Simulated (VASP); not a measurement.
# LiCl (Fm-3m) in VASP: notebook

Aim: see how the results for LiCl move with the level of theory and the settings. Levels: PBE, LDA. Tasks: single point.

All numbers are computed with VASP 6.6.1; they aren't measurements. Logs are shortened: lines on timing, memory, paths and dates and some standing lists are left out, and cuts for length are marked.

### Step 1. The cell of the first run

The structure is cubic, space group Fm-3m (No. 225). The conventional cell has a = 5.112 Å, b = 5.112 Å, c = 5.112 Å, α = 90.00°, β = 90.00°, γ = 90.00°. Li (site symmetry m-3m) has 6 Cl at 2.56 Å within 3.4 Å. Within 3.4 Å of Cl (site symmetry m-3m) lie 6 Li at 2.56 Å.

### Step 2. Single point, PBE

Contents of INCAR:

```
ALGO     = Normal         # electronic algorithm
EDIFF    = 1E-7           # SCF threshold, eV
ENCUT    = 520            # plane-wave cutoff, eV
GGA      = PE             # functional
ISIF     = 2              # what is computed and relaxed
ISMEAR   = 0              # smearing method
LASPH    = T              # aspherical terms in the spheres
LCHARG   = F              # write CHGCAR
LREAL    = F              # projectors in reciprocal space
LWAVE    = F              # write WAVECAR
NBANDS   = 12             # bands
NELM     = 80             # most SCF steps
PREC     = Accurate       # precision mode
SIGMA    = 0.01           # smearing width, eV
```

Contents of KPOINTS:

```
k-points
0
Gamma
  6 6 6
```

Contents of POSCAR:

```
LiCl
1.0
    0.0000000000      2.5560362741      2.5560362741
    2.5560362741      0.0000000000      2.5560362741
    2.5560362741      2.5560362741      0.0000000000
Li Cl
1 1
Direct
    0.0000000000      0.0000000000      0.0000000000
    0.5000000000      0.5000000000      0.5000000000
```

Potentials or basis: VASP PAW PBE potentials, release 64 (Li_sv, Cl).

On the command line:

```sh
> cat potpaw_PBE.64/Li_sv/POTCAR potpaw_PBE.64/Cl/POTCAR > POTCAR
> mpirun -np 1 vasp_std > vasp.out
```

OUTCAR:

```text
EDIFF = 1E-7
   ENCUT = 520
   GGA = PE
   ISIF = 2
   ISMEAR = 0
   LASPH = T
   LREAL = F
   NELM = 80
   PREC = Accurate

 ion  position               nearest neighbor table
   1  0.000  0.000  0.000-   2 2.56   2 2.56   2 2.56   2 2.56   2 2.56   2 2.56
   2  0.500  0.500  0.500-   1 2.56   1 2.56   1 2.56   1 2.56   1 2.56   1 2.56

  LATTYP: Found a face centered cubic cell.
 ALAT       =     5.1120725482

  Lattice vectors:

 A1 = (   0.0000000000,   2.5560362741,   2.5560362741)
 A2 = (   2.5560362741,   0.0000000000,   2.5560362741)
 A3 = (   2.5560362741,   2.5560362741,   0.0000000000)

Analysis of symmetry for initial positions (statically):
=====================================================================
 Subroutine PRICEL returns:
 Original cell was already a primitive cell.

 Routine SETGRP: Setting up the symmetry group for a
 face centered cubic supercell.

 Subroutine GETGRP returns: Found 48 space group operations
 (whereof 48 operations were pure point group operations)
 out of a pool of 48 trial point group operations.

The static configuration has the point symmetry O_h .

Analysis of symmetry for dynamics (positions and initial velocities):
=====================================================================
 Subroutine PRICEL returns:
 Original cell was already a primitive cell.

 Routine SETGRP: Setting up the symmetry group for a
 face centered cubic supercell.

 Subroutine GETGRP returns: Found 48 space group operations
 (whereof 48 operations were pure point group operations)
 out of a pool of 48 trial point group operations.

The dynamic configuration has the point symmetry O_h .

 Subroutine INISYM returns: Found 48 space group operations
 (whereof 48 operations are pure point group operations),
 and found     1 'primitive' translations

----------------------------------------------------------------------------------------

                                     Primitive cell

  volume of cell :      33.3988

  direct lattice vectors                    reciprocal lattice vectors
     0.000000000  2.556036274  2.556036274    -0.195615377  0.195615377  0.195615377
     2.556036274  0.000000000  2.556036274     0.195615377 -0.195615377  0.195615377
     2.556036274  2.556036274  0.000000000     0.195615377  0.195615377 -0.195615377

  length of vectors
     3.614781165  3.614781165  3.614781165     0.338815772  0.338815772  0.338815772

  position of ions in fractional coordinates (direct lattice)
     0.000000000  0.000000000  0.000000000
     0.500000000  0.500000000  0.500000000

  ion indices of the primitive-cell ions
   primitive index   ion index
                 1           1
                 2           2

----------------------------------------------------------------------------------------

 KPOINTS: k-points

Automatic generation of k-mesh.
 Grid dimensions read from file:
 generate k-points for:    6    6    6

 Generating k-lattice:

  Cartesian coordinates                     Fractional coordinates (reciprocal lattice)
    -0.032602563  0.032602563  0.032602563     0.166666667  0.000000000  0.000000000
     0.032602563 -0.032602563  0.032602563     0.000000000  0.166666667  0.000000000
     0.032602563  0.032602563 -0.032602563     0.000000000  0.000000000  0.166666667

  Length of vectors
     0.056469295  0.056469295  0.056469295

  Shift w.r.t. Gamma in fractional coordinates (k-lattice)
     0.000000000  0.000000000  0.000000000

 Subroutine IBZKPT returns following result:
 ===========================================

 Found     16 irreducible k-points:

 Following reciprocal coordinates:
            Coordinates               Weight
  0.000000  0.000000  0.000000      1.000000
  0.166667  0.000000  0.000000      8.000000
  0.333333  0.000000  0.000000      8.000000
  0.500000  0.000000  0.000000      4.000000
  0.166667  0.166667  0.000000      6.000000
  0.333333  0.166667  0.000000     24.000000
[... 8 lines left out ...]
 -0.333333  0.333333  0.166667     24.000000
 -0.333333  0.500000  0.166667     12.000000
   k-points           NKPTS =     16   k-points in BZ     NKDIM =     16   number of bands    NBANDS=     12
   number of dos      NEDOS =    301   number of ions     NIONS =      2
   total plane-waves  NPLWV =  21952
   dimension x,y,z NGX =    28 NGY =   28 NGZ =   28
   dimension x,y,z NGXF=    56 NGYF=   56 NGZF=   56
   ions per type =               1   1
   NGX,Y,Z   is equivalent  to a cutoff of  12.88, 12.88, 12.88 a.u.
   NGXF,Y,Z  is equivalent  to a cutoff of  25.75, 25.75, 25.75 a.u.
 SYSTEM =  unknown system
   PREC   = accura    normal or accurate (medium, high low for compatibility)
   ISTART =      0    job   : 0-new  1-cont  2-samecut
   ICHARG =      2    charge: 1-file 2-atom 10-const
   ISPIN  =      1    spin polarized calculation?
   LNONCOLLINEAR =      F non collinear calculations
   LSORBIT =      F    spin-orbit coupling
   LASPH  =      T    aspherical Exc in radial PAW
   ENCUT  =  520.0 eV  38.22 Ry    6.18 a.u.   6.72  6.72  6.72*2*pi/ulx,y,z
   NELM   =     80;   NELMIN=  2; NELMDL= -5     # of ELM steps
   EDIFF  = 0.1E-06   stopping-criterion for ELM
   LREAL  =      F    real-space projection
   EDIFFG = 0.1E-05   stopping-criterion for IOM
   NSW    =      0    number of steps for IOM
   IBRION =     -1    ionic relax: 0-MD 1-quasi-New 2-CG
   NFREE  =      0    steps in history (QN), initial steepest desc. (CG)
   ISIF   =      2    stress and relaxation
   ISYM   =      2    0-nonsym 1-usesym 2-fastsym
   POTIM  = 0.5000    time-step for ionic-motion
   TEBEG  =    0.0;   TEEND  =   0.0 temperature during run
   PSTRESS=    0.0 pullay stress
   NELECT =      10.0000    total number of electrons
   NUPDOWN=      -1.0000    fix difference up-down
   EMIN   =  10.00;   EMAX   =-10.00  energy-range for DOS
   EFERMI =   0.00;   METHOD = LEGACY
   ISMEAR =     0;   SIGMA  =   0.01  broadening in eV -4-tet -1-fermi 0-gaus
   EFERMI_NEDOS =   21; number of points for ismear=-14 and -15
   IALGO  =     38    algorithm
   IMIX   =      4    mixing-type and parameters
     AMIX     =   0.40;   BMIX     =  1.00
     AMIX_MAG =   1.60;   BMIX_MAG =  1.00
  volume/ion in A,a.u.               =      16.70       112.69
  Fermi-wavevector in a.u.,A,eV,Ry     =   1.095211  2.069649 16.320015  1.199487
  Thomas-Fermi vector in A             =   2.231530
   LORBIT       =      0    0 simple, 1 ext, 2 COOP (PROOUT), +10 PAW based schemes
   GGA     = PE    functional components
   LHFCALC =     F    Hartree Fock is set to
   AEXX    =    0.0000 exact exchange contribution
   IVDW    =     0    specifies the selected vdW correction
   LEPSILON=     F    determine dielectric tensor
   LRPA    =     F    only Hartree local field effects (RPA)
 non-spin polarized calculation
 Gauss-broadening in eV      SIGMA  =   0.01
  energy-cutoff  :      520.00
  volume of cell :       33.40
 maximum number of plane-waves:       934
   NGX = 13   NGY = 13   NGZ = 13

 number of electron      10.0000003 magnetization

 Free energy of the ion-electron system (eV)
  ---------------------------------------------------
  ext. energy  EPLUGINS =         0.00000000
  ---------------------------------------------------
  free energy    TOTEN  =        -7.38448147 eV

  energy without entropy =       -7.38448147  energy(sigma->0) =       -7.38448147

 E-fermi :   0.7620     XC(G=0):  -8.7750

 val. band max:        0.6570378423   @ k =   0.0000   0.0000   0.0000
 cond. band min:       7.0569442481   @ k =   0.0000   0.0000   0.0000
 fundamental gap:      6.3999064058
 Fermi energy:         0.7620184802

 k-point     1 :       0.0000    0.0000    0.0000
  band No.  band energies     occupation
      1     -42.8479      2.00000
      2     -12.7757      2.00000
      3       0.6570      2.00000
      4       0.6570      2.00000
      5       0.6570      2.00000
      6       7.0569      0.00000
      7      12.6038      0.00000
      8      12.6038      0.00000
      9      12.6038      0.00000
     10      15.2474      0.00000
     11      15.2475      0.00000
     12      15.2514      0.00000

 k-point     2 :       0.1667    0.0000    0.0000
  band No.  band energies     occupation
      1     -42.8472      2.00000
      2     -12.6425      2.00000
      3      -0.2137      2.00000
      4       0.5865      2.00000
      5       0.5865      2.00000
      6       7.7398      0.00000
      7      11.5917      0.00000
      8      12.1783      0.00000
      9      12.1783      0.00000
     10      13.8732      0.00000
     11      13.8732      0.00000
     12      15.8959      0.00000

 k-point     3 :       0.3333    0.0000    0.0000
  band No.  band energies     occupation
      1     -42.8458      2.00000
      2     -12.3523      2.00000
      3      -1.5947      2.00000
      4       0.4567      2.00000
      5       0.4567      2.00000
      6       7.7426      0.00000
      7      10.7078      0.00000
      8      10.7078      0.00000
      9      12.4521      0.00000
     10      15.7741      0.00000
     11      15.7741      0.00000
     12      16.7166      0.00000
[... 166 lines left out ...]
 k-point    15 :      -0.3333    0.3333    0.1667
  band No.  band energies     occupation
      1     -42.8444      2.00000
      2     -12.0134      2.00000
      3      -1.7444      2.00000
      4      -1.1032      2.00000
      5      -0.1403      2.00000
      6       9.5956      0.00000
      7      10.0349      0.00000
      8      11.6395      0.00000
      9      11.8672      0.00000
     10      15.9179      0.00000
     11      16.7603      0.00000
     12      19.1527      0.00000

 k-point    16 :      -0.3333    0.5000    0.1667
  band No.  band energies     occupation
      1     -42.8442      2.00000
      2     -11.9478      2.00000
      3      -1.9121      2.00000
      4      -1.0240      2.00000
      5      -0.4295      2.00000
      6       9.4250      0.00000
      7      10.0720      0.00000
      8      12.0413      0.00000
      9      12.1494      0.00000
     10      15.6648      0.00000
     11      17.9438      0.00000
     12      19.3538      0.00000

------------------------ aborting loop because EDIFF is reached ----------------------------------------

  FORCE on cell =-STRESS in cart. coord.  units (eV):
  Direction    XX          YY          ZZ          XY          YZ          ZX
  --------------------------------------------------------------------------------------
  -------------------------------------------------------------------------------------
  Total        0.1333338      0.1333338      0.1333338     -0.0000000      0.0000000     -0.0000000
  in kB        6.3961677      6.3961677      6.3961677     -0.0000000      0.0000000     -0.0000000
  external PRESSURE =       6.3961677 kB  Pullay stress =       0.0000000 kB

 VOLUME and BASIS-vectors are now :
 -----------------------------------------------------------------------------
  energy-cutoff  :      520.00
  volume of cell :       33.40
      direct lattice vectors                 reciprocal lattice vectors
     0.000000000  2.556036274  2.556036274    -0.195615377  0.195615377  0.195615377
     2.556036274  0.000000000  2.556036274     0.195615377 -0.195615377  0.195615377
     2.556036274  2.556036274  0.000000000     0.195615377  0.195615377 -0.195615377

 POSITION                                       TOTAL-FORCE (eV/Angst)
 -----------------------------------------------------------------------------------
      0.00000      0.00000      0.00000         0.000000      0.000000      0.000000
      2.55604      2.55604      2.55604        -0.000000     -0.000000     -0.000000
 -----------------------------------------------------------------------------------
    total drift:                                0.000000      0.000000      0.000000

  FREE ENERGIE OF THE ION-ELECTRON SYSTEM (eV)
  ---------------------------------------------------
  free  energy   TOTEN  =        -7.3844814703 eV

  energy  without entropy=       -7.3844814703  energy(sigma->0) =       -7.38448147
```

It took 10 s on 1 thread of Intel Xeon 8259CL, shared host; peak memory 0.15 GiB.

What came out:

```yaml
Free_energy: -7.3845 eV
Band_gap_on_the_k_mesh: 6.40 eV
```

Caveat: the cutoff is under 1.25 times the usual one of these potentials, so pressure, stress and relaxed cells hold a basis-set (Pulay) error.

### Step 3. Single point, LDA

This run uses another cell than the first one, of 15.30 Å³/atom.

Contents of INCAR:

```
SYSTEM = LiCl
ALGO = Normal
EDIFF = 1E-6
ENCUT = 520
ISIF = 2
ISMEAR = -1
LASPH = .True.
LCHARG = .False.
LREAL = .False.
LWAVE = .False.
NBANDS = 12
NELM = 80
PREC = Accurate
SIGMA = 0.02
```

Contents of KPOINTS:

```
k-points
0
Gamma
  8 8 8
  0 0 0
```

Contents of POSCAR:

```
LiCl
1.0
    0.0000000000      2.4824978004      2.4824978004
    2.4824978004      0.0000000000      2.4824978004
    2.4824978004      2.4824978004      0.0000000000
Li Cl
1 1
Direct
    0.0000000000      0.0000000000      0.0000000000
    0.5000000000      0.5000000000      0.5000000000
```

Potentials or basis: VASP PAW LDA potentials, release 64 (Li_sv, Cl).

On the command line:

```sh
> cat potpaw_LDA.64/Li_sv/POTCAR potpaw_LDA.64/Cl/POTCAR > POTCAR
> mpirun -np 1 vasp_std > vasp.out
```

OUTCAR:

```text
SYSTEM = LiCl
   EDIFF = 1E-6
   ENCUT = 520
   ISIF = 2
   ISMEAR = -1
   LASPH = .True.
   LREAL = .False.
   NELM = 80
   PREC = Accurate

 ion  position               nearest neighbor table
   1  0.000  0.000  0.000-   2 2.48   2 2.48   2 2.48   2 2.48   2 2.48   2 2.48
   2  0.500  0.500  0.500-   1 2.48   1 2.48   1 2.48   1 2.48   1 2.48   1 2.48

  LATTYP: Found a face centered cubic cell.
 ALAT       =     4.9649956008

  Lattice vectors:

 A1 = (   0.0000000000,   2.4824978004,   2.4824978004)
 A2 = (   2.4824978004,   0.0000000000,   2.4824978004)
 A3 = (   2.4824978004,   2.4824978004,   0.0000000000)

Analysis of symmetry for initial positions (statically):
=====================================================================
 Subroutine PRICEL returns:
 Original cell was already a primitive cell.

 Routine SETGRP: Setting up the symmetry group for a
 face centered cubic supercell.

 Subroutine GETGRP returns: Found 48 space group operations
 (whereof 48 operations were pure point group operations)
 out of a pool of 48 trial point group operations.

The static configuration has the point symmetry O_h .

Analysis of symmetry for dynamics (positions and initial velocities):
=====================================================================
[... 179 lines left out ...]
     11      15.9204      0.00000
     12      15.9402      0.00000
[... 331 lines left out ...]
 k-point    24 :      -0.3750    0.2500    0.1250
  band No.  band energies     occupation
      1     -41.0899      2.00000
      2     -11.5699      2.00000
      3      -1.7796      2.00000
      4      -0.3516      2.00000
      5       0.5422      2.00000
      6       9.3490      0.00000
      7      10.4570      0.00000
      8      11.7320      0.00000
      9      13.3952      0.00000
     10      17.0207      0.00000
     11      17.7658      0.00000
     12      19.9663      0.00000

 [... further k-points ...]

------------------------ aborting loop because EDIFF is reached ----------------------------------------

  FORCE on cell =-STRESS in cart. coord.  units (eV):
  Direction    XX          YY          ZZ          XY          YZ          ZX
  --------------------------------------------------------------------------------------
  -------------------------------------------------------------------------------------
  Total       -0.0176605     -0.0176605     -0.0176605     -0.0000000     -0.0000000      0.0000000
  in kB       -0.9247355     -0.9247355     -0.9247355     -0.0000000     -0.0000000      0.0000000
  external PRESSURE =      -0.9247355 kB  Pullay stress =       0.0000000 kB

 VOLUME and BASIS-vectors are now :
 -----------------------------------------------------------------------------
  energy-cutoff  :      520.00
  volume of cell :       30.60
      direct lattice vectors                 reciprocal lattice vectors
     0.000000000  2.482497800  2.482497800    -0.201410048  0.201410048  0.201410048
     2.482497800  0.000000000  2.482497800     0.201410048 -0.201410048  0.201410048
     2.482497800  2.482497800  0.000000000     0.201410048  0.201410048 -0.201410048

 POSITION                                       TOTAL-FORCE (eV/Angst)
 -----------------------------------------------------------------------------------
      0.00000      0.00000      0.00000         0.000000      0.000000      0.000000
      2.48250      2.48250      2.48250        -0.000000     -0.000000     -0.000000
 -----------------------------------------------------------------------------------
    total drift:                                0.000000      0.000000      0.000000

  FREE ENERGIE OF THE ION-ELECTRON SYSTEM (eV)
  ---------------------------------------------------
  free  energy   TOTEN  =        -8.0963081984 eV

  energy  without entropy=       -8.0963081984  energy(sigma->0) =       -8.09630820
```

It took 9.9 s on 1 thread of Intel Xeon 8259CL, shared host; peak memory 0.13 GiB.

What came out:

```
Free energy            : -8.0963 eV
Band gap on the k mesh : 6.51 eV (least direct gap 6.61 eV)
```

Caveat: the cutoff is under 1.25 times the usual one of these potentials, so pressure, stress and relaxed cells hold a basis-set (Pulay) error. A k mesh can miss the band edges.
